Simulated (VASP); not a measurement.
# P3C: single point with PBE

P3C:

```
CELL_PARAMETERS angstrom
-2.64720 2.64720 2.64720
2.64720 -2.64720 2.64720
2.64720 2.64720 -2.64720
ATOMIC_POSITIONS crystal
P 0.00000 0.50000 0.50000
P 0.50000 0.00000 0.50000
P 0.50000 0.50000 0.00000
C 0.00000 0.00000 0.00000
```

The cell was built from a structure type or drawn by symmetry, and may not be a known phase.

```
Program             : VASP 6.6.1
Task                : single point
Functional          : PBE
Potentials or basis : VASP PAW PBE potentials, release 64 (P, C)
Cutoff              : 600 eV
k mesh              : 4 × 4 × 4
Occupations         : gaussian, width 0.1 eV
Spin                : no spin polarisation
```

The pressure is -22.1 GPa. The band gap on the k mesh is zero (an odd number of electrons rules out a gap without spin polarisation).

Levels at points of the mesh, in eV from the Fermi level:
```csv
k point,band 6,band 7,band 8,band 9,band 10,band 11,band 12,band 13,band 14,band 15
"(0.00, 0.00, 0.00)",-3.90,-3.90,-2.71,-2.71,-2.71,3.55,3.55,3.55,3.68,3.68
"(0.50, 0.00, 0.00)",-3.30,-1.20,-0.99,-0.62,-0.47,0.70,1.22,1.87,1.87,4.16
"(0.50, 0.50, 0.50)",-5.78,-4.29,-1.18,-1.18,-1.18,4.48,4.48,4.48,5.96,5.96
```

It took 33 s on 1 thread of Intel Xeon 8259CL, with other jobs on the host, peak memory 0.23 GiB.

Caveat: the k points lie up to 0.42 Å⁻¹ apart, too coarse for converged energies and pressures of a metal.
